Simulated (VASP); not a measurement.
# PdPt2Se6 (P-3m1) in VASP: a series of runs

The runs below take PdPt2Se6 through single point, with PBE.

Everything below comes from runs of VASP 6.6.1. Logs are shortened: lines on timing, memory, paths and dates and some standing lists are left out, and cuts for length are marked.

**1. The cell of the first run**

Symmetry: P-3m1, No. 164, trigonal system. The conventional cell has a = 3.750 Å, b = 3.750 Å, c = 18.866 Å, α = 90.00°, β = 90.00°, γ = 120.00°. Within 3.3 Å of Pd (site symmetry -3m) lie 6 Se at 2.53 Å. Pt (site symmetry 3m) has 6 Se at 2.53 Å within 3.3 Å. Se (site symmetry 3m) has 3 Pd at 2.53 Å and 3 Se at 3.39 Å within 3.4 Å. Within 3.4 Å of Se (site symmetry 3m) lie 3 Pt at 2.53 Å and 3 Se at 3.40 Å. Se (site symmetry 3m) has 3 Pt at 2.53 Å and 3 Se at 3.40 Å within 3.4 Å.

**2. Single point, PBE**

INCAR

```
SYSTEM = PdPt2Se6
PREC = Accurate
ENCUT = 520
EDIFF = 1E-7
ISMEAR = 0
SIGMA = 0.02
LREAL = .FALSE.
LASPH = .TRUE.
NELM = 100
ALGO = Normal
ISIF = 2
LWAVE = .FALSE.
LCHARG = .FALSE.
GGA = PE
NBANDS = 43
```

KPOINTS

```
Automatic mesh
0
G
  12 12 2
  0 0 0
```

POSCAR

```
PdPt2Se6
1.0
    3.7500329252      0.0000000289      0.0000000000
   -1.8750164876      3.2476237638      0.0000000000
    0.0000000000      0.0000000000     18.8659000000
Pd Pt Se
1 2 6
Direct
    0.0000000000      0.0000000000      0.0000000000
    0.0000000000      0.0000000000      0.3290090000
    0.0000000000      0.0000000000      0.6709910000
    0.3333333333      0.6666666667      0.0690720000
    0.3333333333      0.6666666667      0.3983590000
    0.3333333333      0.6666666667      0.7402780000
    0.6666666667      0.3333333333      0.2597220000
    0.6666666667      0.3333333333      0.6016410000
    0.6666666667      0.3333333333      0.9309280000
```

Potentials or basis: VASP PAW PBE potentials, release 64 (Pd, Pt, Se).

Started as:

```bash
> cat potpaw_PBE.64/Pd/POTCAR potpaw_PBE.64/Pt/POTCAR potpaw_PBE.64/Se/POTCAR > POTCAR
> mpirun -np 1 vasp_std > vasp.out
```

OUTCAR:

```text
SYSTEM = PdPt2Se6
   PREC = Accurate
   ENCUT = 520
   EDIFF = 1E-7
   ISMEAR = 0
   LREAL = .FALSE.
   LASPH = .TRUE.
   NELM = 100
   ISIF = 2
   GGA = PE

 ion  position               nearest neighbor table
   1  0.000  0.000  0.000-   4 2.53   9 2.53   4 2.53   9 2.53   9 2.53   4 2.53
   2  0.000  0.000  0.329-   7 2.53   7 2.53   7 2.53   5 2.53   5 2.53   5 2.53
   3  0.000  0.000  0.671-   6 2.53   6 2.53   6 2.53   8 2.53   8 2.53   8 2.53
   4  0.333  0.667  0.069-   1 2.53   1 2.53   1 2.53
   5  0.333  0.667  0.398-   2 2.53   2 2.53   2 2.53
   6  0.333  0.667  0.740-   3 2.53   3 2.53   3 2.53
   7  0.667  0.333  0.260-   2 2.53   2 2.53   2 2.53
   8  0.667  0.333  0.602-   3 2.53   3 2.53   3 2.53
   9  0.667  0.333  0.931-   1 2.53   1 2.53   1 2.53

  LATTYP: Found a hexagonal cell.
 ALAT       =     3.7500329252
 C/A-ratio  =     5.0308624954

  Lattice vectors:

 A1 = (   3.7500329252,   0.0000000289,   0.0000000000)
 A2 = (  -1.8750164876,   3.2476237638,   0.0000000000)
 A3 = (   0.0000000000,   0.0000000000,  18.8659000000)

Analysis of symmetry for initial positions (statically):
=====================================================================
 Subroutine PRICEL returns:
 Original cell was already a primitive cell.

 Routine SETGRP: Setting up the symmetry group for a
 hexagonal supercell.

 Subroutine GETGRP returns: Found 12 space group operations
 (whereof 12 operations were pure point group operations)
 out of a pool of 24 trial point group operations.

The static configuration has the point symmetry D_3d.

Analysis of symmetry for dynamics (positions and initial velocities):
=====================================================================
 Subroutine PRICEL returns:
 Original cell was already a primitive cell.

 Routine SETGRP: Setting up the symmetry group for a
 hexagonal supercell.

 Subroutine GETGRP returns: Found 12 space group operations
 (whereof 12 operations were pure point group operations)
 out of a pool of 24 trial point group operations.

The dynamic configuration has the point symmetry D_3d.

 Subroutine INISYM returns: Found 12 space group operations
 (whereof 12 operations are pure point group operations),
 and found     1 'primitive' translations

----------------------------------------------------------------------------------------

                                     Primitive cell

  volume of cell :     229.7621

  direct lattice vectors                    reciprocal lattice vectors
     3.750032925  0.000000029  0.000000000     0.266664324  0.153958722  0.000000000
    -1.875016488  3.247623764  0.000000000    -0.000000002  0.307917440  0.000000000
     0.000000000  0.000000000 18.865900000     0.000000000  0.000000000  0.053005688

  length of vectors
     3.750032925  3.750032925 18.865900000     0.307917440  0.307917440  0.053005688

  position of ions in fractional coordinates (direct lattice)
     0.000000000  0.000000000  0.000000000
     0.000000000  0.000000000  0.329009000
     0.000000000  0.000000000  0.670991000
     0.333333333  0.666666667  0.069072000
     0.333333333  0.666666667  0.398359000
     0.333333333  0.666666667  0.740278000
     0.666666667  0.333333333  0.259722000
     0.666666667  0.333333333  0.601641000
     0.666666667  0.333333333  0.930928000

  ion indices of the primitive-cell ions
   primitive index   ion index
                 1           1
                 2           2
                 3           3
                 4           4
                 5           5
                 6           6
                 7           7
                 8           8
                 9           9

----------------------------------------------------------------------------------------

 KPOINTS: Automatic mesh

Automatic generation of k-mesh.
 Grid dimensions read from file:
 generate k-points for:   12   12    2

 Generating k-lattice:

  Cartesian coordinates                     Fractional coordinates (reciprocal lattice)
     0.022222027  0.012829894  0.000000000     0.083333333  0.000000000  0.000000000
    -0.000000000  0.025659787  0.000000000     0.000000000  0.083333333  0.000000000
     0.000000000  0.000000000  0.026502844     0.000000000  0.000000000  0.500000000

  Length of vectors
     0.025659787  0.025659787  0.026502844

  Shift w.r.t. Gamma in fractional coordinates (k-lattice)
     0.000000000  0.000000000  0.000000000

 Subroutine IBZKPT returns following result:
 ===========================================

 Found     38 irreducible k-points:

 Following reciprocal coordinates:
            Coordinates               Weight
  0.000000  0.000000  0.000000      1.000000
  0.083333  0.000000  0.000000      6.000000
  0.166667  0.000000  0.000000      6.000000
  0.250000 -0.000000  0.000000      6.000000
  0.333333 -0.000000  0.000000      6.000000
  0.416667 -0.000000  0.000000      6.000000
[... 16 lines left out ...]
  0.250000 -0.000000  0.500000      6.000000
  0.333333 -0.000000  0.500000      6.000000
 [... further k-points ...]
   k-points           NKPTS =     38   k-points in BZ     NKDIM =     38   number of bands    NBANDS=     43
   number of dos      NEDOS =    301   number of ions     NIONS =      9
   total plane-waves  NPLWV = 109760
   dimension x,y,z NGX =    28 NGY =   28 NGZ =  140
   dimension x,y,z NGXF=    56 NGYF=   56 NGZF=  280
   ions per type =               1   2   6
   NGX,Y,Z   is equivalent  to a cutoff of  12.41, 12.41, 12.34 a.u.
   NGXF,Y,Z  is equivalent  to a cutoff of  24.83, 24.83, 24.67 a.u.
 SYSTEM =  PdPt2Se6
   PREC   = accura    normal or accurate (medium, high low for compatibility)
   ISTART =      0    job   : 0-new  1-cont  2-samecut
   ICHARG =      2    charge: 1-file 2-atom 10-const
   ISPIN  =      1    spin polarized calculation?
   LNONCOLLINEAR =      F non collinear calculations
   LSORBIT =      F    spin-orbit coupling
   LASPH  =      T    aspherical Exc in radial PAW
   ENCUT  =  520.0 eV  38.22 Ry    6.18 a.u.   6.97  6.97 35.08*2*pi/ulx,y,z
   NELM   =    100;   NELMIN=  2; NELMDL= -5     # of ELM steps
   EDIFF  = 0.1E-06   stopping-criterion for ELM
   LREAL  =      F    real-space projection
   EDIFFG = 0.1E-05   stopping-criterion for IOM
   NSW    =      0    number of steps for IOM
   IBRION =     -1    ionic relax: 0-MD 1-quasi-New 2-CG
   NFREE  =      0    steps in history (QN), initial steepest desc. (CG)
   ISIF   =      2    stress and relaxation
   ISYM   =      2    0-nonsym 1-usesym 2-fastsym
   POTIM  = 0.5000    time-step for ionic-motion
   TEBEG  =    0.0;   TEEND  =   0.0 temperature during run
   PSTRESS=    0.0 pullay stress
   NELECT =      66.0000    total number of electrons
   NUPDOWN=      -1.0000    fix difference up-down
   EMIN   =  10.00;   EMAX   =-10.00  energy-range for DOS
   EFERMI =   0.00;   METHOD = LEGACY
   ISMEAR =     0;   SIGMA  =   0.02  broadening in eV -4-tet -1-fermi 0-gaus
   EFERMI_NEDOS =   21; number of points for ismear=-14 and -15
   IALGO  =     38    algorithm
   IMIX   =      4    mixing-type and parameters
     AMIX     =   0.40;   BMIX     =  1.00
     AMIX_MAG =   1.60;   BMIX_MAG =  1.00
  volume/ion in A,a.u.               =      25.53       172.28
  Fermi-wavevector in a.u.,A,eV,Ry     =   1.080181  2.041247 15.875168  1.166792
  Thomas-Fermi vector in A             =   2.216166
   LORBIT       =      0    0 simple, 1 ext, 2 COOP (PROOUT), +10 PAW based schemes
   GGA     = PE    functional components
   LHFCALC =     F    Hartree Fock is set to
   AEXX    =    0.0000 exact exchange contribution
   IVDW    =     0    specifies the selected vdW correction
   LEPSILON=     F    determine dielectric tensor
   LRPA    =     F    only Hartree local field effects (RPA)
 non-spin polarized calculation
 Gauss-broadening in eV      SIGMA  =   0.02
  energy-cutoff  :      520.00
  volume of cell :      229.76
 maximum number of plane-waves:      6237
 NGX is ok and might be reduce to    28
   NGX = 13   NGY = 13   NGZ = 71

 number of electron      65.9999995 magnetization

 Free energy of the ion-electron system (eV)
  ---------------------------------------------------
  ext. energy  EPLUGINS =         0.00000000
  ---------------------------------------------------
  free energy    TOTEN  =       -41.59802410 eV

  energy without entropy =      -41.59802410  energy(sigma->0) =      -41.59802410

 E-fermi :   3.5295     XC(G=0):  -9.1823

 val. band max:        3.4418439785   @ k =   0.0833   0.0833   0.0000
 cond. band min:       3.8520995177   @ k =   0.2500  -0.0000   0.0000
 fundamental gap:      0.4102555393
 Fermi energy:         3.5294916228

 k-point     1 :       0.0000    0.0000    0.0000
  band No.  band energies     occupation
      1     -10.9565      2.00000
      2     -10.9317      2.00000
      3     -10.4569      2.00000
      4      -9.2025      2.00000
      5      -9.1687      2.00000
      6      -8.9505      2.00000
[... 35 lines left out ...]
     42       8.4647      0.00000
     43       8.6209      0.00000

 k-point     2 :       0.0833    0.0000    0.0000
  band No.  band energies     occupation
      1     -10.8844      2.00000
      2     -10.8597      2.00000
      3     -10.3946      2.00000
      4      -9.2071      2.00000
      5      -9.1737      2.00000
      6      -8.9503      2.00000
[... 35 lines left out ...]
     42       8.9068      0.00000
     43       8.9646      0.00000

 k-point     3 :       0.1667    0.0000    0.0000
  band No.  band energies     occupation
      1     -10.6772      2.00000
      2     -10.6531      2.00000
      3     -10.2162      2.00000
      4      -9.2211      2.00000
      5      -9.1898      2.00000
      6      -8.9509      2.00000
[... 919 lines left out ...]
      6      -8.9571      2.00000
[... 35 lines left out ...]
     42       9.2716      0.00000
     43       9.7722      0.00000

 k-point    24 :       0.3333   -0.0000    0.5000
  band No.  band energies     occupation
      1     -10.0028      2.00000
      2      -9.9847      2.00000
      3      -9.6379      2.00000
      4      -9.2788      2.00000
      5      -9.2527      2.00000
      6      -8.9768      2.00000
[... 35 lines left out ...]
     42       8.8435      0.00000
     43       9.6942      0.00000

 [... further k-points ...]

------------------------ aborting loop because EDIFF is reached ----------------------------------------

  FORCE on cell =-STRESS in cart. coord.  units (eV):
  Direction    XX          YY          ZZ          XY          YZ          ZX
  --------------------------------------------------------------------------------------
  -------------------------------------------------------------------------------------
  Total       -0.0647919     -0.0647919     -0.0223585     -0.0000000      0.0000000      0.0000000
  in kB       -0.4518073     -0.4518073     -0.1559104     -0.0000000      0.0000000      0.0000000
  external PRESSURE =      -0.3531750 kB  Pullay stress =       0.0000000 kB

 VOLUME and BASIS-vectors are now :
 -----------------------------------------------------------------------------
  energy-cutoff  :      520.00
  volume of cell :      229.76
      direct lattice vectors                 reciprocal lattice vectors
     3.750032925  0.000000029  0.000000000     0.266664324  0.153958722  0.000000000
    -1.875016488  3.247623764  0.000000000    -0.000000002  0.307917440  0.000000000
     0.000000000  0.000000000 18.865900000     0.000000000  0.000000000  0.053005688

 POSITION                                       TOTAL-FORCE (eV/Angst)
 -----------------------------------------------------------------------------------
      0.00000      0.00000      0.00000         0.000000      0.000000      0.000000
      0.00000      0.00000      6.20705         0.000000      0.000000     -0.000163
      0.00000      0.00000     12.65885        -0.000000      0.000000      0.000163
     -0.00000      2.16508      1.30311         0.000000      0.000000      0.000135
     -0.00000      2.16508      7.51540         0.000000     -0.000000     -0.002059
     -0.00000      2.16508     13.96601         0.000000      0.000000     -0.001957
      1.87502      1.08254      4.89989        -0.000000     -0.000000      0.001957
      1.87502      1.08254     11.35050        -0.000000      0.000000      0.002059
      1.87502      1.08254     17.56279         0.000000     -0.000000     -0.000135
 -----------------------------------------------------------------------------------
    total drift:                               -0.000000      0.000000      0.000000

  FREE ENERGIE OF THE ION-ELECTRON SYSTEM (eV)
  ---------------------------------------------------
  free  energy   TOTEN  =       -41.5980240957 eV

  energy  without entropy=      -41.5980240957  energy(sigma->0) =      -41.59802410
```

Wall time 5.4 min (1 thread of Intel Xeon Platinum 8488C (Sapphire Rapids), shared host); peak memory 0.54 GiB.

Results:

| Item | Value |
| --- | --- |
| Free energy | -41.5980 eV |
| Pressure | 0.0 GPa |
| Band gap on the k mesh | 0.41 eV (least direct gap 0.74 eV) |

Forces in eV/Å, atoms in the order of the input:
```
Pd   0.000  0.000  0.000
Pt   0.000  0.000  0.000
Pt   0.000  0.000  0.000
Se   0.000  0.000  0.000
Se   0.000  0.000 -0.002
Se   0.000  0.000 -0.002
Se   0.000  0.000  0.002
Se   0.000  0.000  0.002
Se   0.000  0.000  0.000
```

Levels at points of the mesh, in eV from the valence-band top:
```csv
k point,band 30,band 31,band 32,band 33,band 34,band 35,band 36,band 37
"(0.00, 0.00, 0.00)",-0.48,-0.21,-0.21,-0.18,1.94,1.94,2.44,2.44
"(0.50, 0.00, 0.00)",-2.09,-1.98,-1.68,-1.47,1.29,1.73,1.81,1.93
"(0.00, 0.00, 0.50)",-0.48,-0.38,-0.21,-0.21,1.94,1.94,2.44,2.44
"(0.50, 0.00, 0.50)",-1.98,-1.92,-1.89,-1.39,1.30,1.73,1.80,1.91
```

Caveat: spin-orbit coupling is left out, which moves the levels of the heavy elements; this functional lacks dispersion, which binds the layers, so the pressure and a relaxed spacing across them are unreliable.

**3. Single point, PBE**

INCAR

```
ALGO = Normal
EDIFF = 1E-7
ENCUT = 520
GGA = PE
ISIF = 2
ISMEAR = 0
LASPH = T
LCHARG = F
LREAL = F
LWAVE = F
NBANDS = 43
NELM = 60
PREC = Accurate
SIGMA = 0.02
```

KPOINTS

```
k-points
0
Gamma
  12 12 2
```

POSCAR is that of step 2.

Potentials or basis: VASP PAW PBE potentials, release 64 (Pd, Pt, Se).

Started as:

```bash
> cat potpaw_PBE.64/Pd/POTCAR potpaw_PBE.64/Pt/POTCAR potpaw_PBE.64/Se/POTCAR > POTCAR
> mpirun -np 1 vasp_std > vasp.out
```

It took 4.9 min on 1 thread of Intel Xeon Platinum 8488C (Sapphire Rapids), shared host; peak memory 0.54 GiB.

Results (log left out):

| Property | Result |
| --- | --- |
| Free energy | -41.5980 eV |
| Pressure | 0.0 GPa |
| Band gap on the k mesh | 0.41 eV (least direct gap 0.74 eV) |

Forces in eV/Å, atoms in the order of the input:
```
Pd   0.000  0.000  0.000
Pt   0.000  0.000  0.000
Pt   0.000  0.000  0.000
Se   0.000  0.000  0.000
Se   0.000  0.000 -0.002
Se   0.000  0.000 -0.002
Se   0.000  0.000  0.002
Se   0.000  0.000  0.002
Se   0.000  0.000  0.000
```

Levels at points of the mesh, in eV from the valence-band top:
| k point | band 30 | band 31 | band 32 | band 33 | band 34 | band 35 | band 36 | band 37 |
| --- | --- | --- | --- | --- | --- | --- | --- | --- |
| (0.00, 0.00, 0.00) | -0.48 | -0.21 | -0.21 | -0.18 | 1.94 | 1.94 | 2.44 | 2.44 |
| (0.50, 0.00, 0.00) | -2.09 | -1.98 | -1.68 | -1.47 | 1.29 | 1.73 | 1.81 | 1.93 |
| (0.00, 0.00, 0.50) | -0.48 | -0.38 | -0.21 | -0.21 | 1.94 | 1.94 | 2.44 | 2.44 |
| (0.50, 0.00, 0.50) | -1.98 | -1.92 | -1.89 | -1.39 | 1.30 | 1.73 | 1.80 | 1.91 |

Caveat: spin-orbit coupling is left out, which moves the levels of the heavy elements; this functional lacks dispersion, which binds the layers, so the pressure and a relaxed spacing across them are unreliable. A k mesh can miss the band edges.
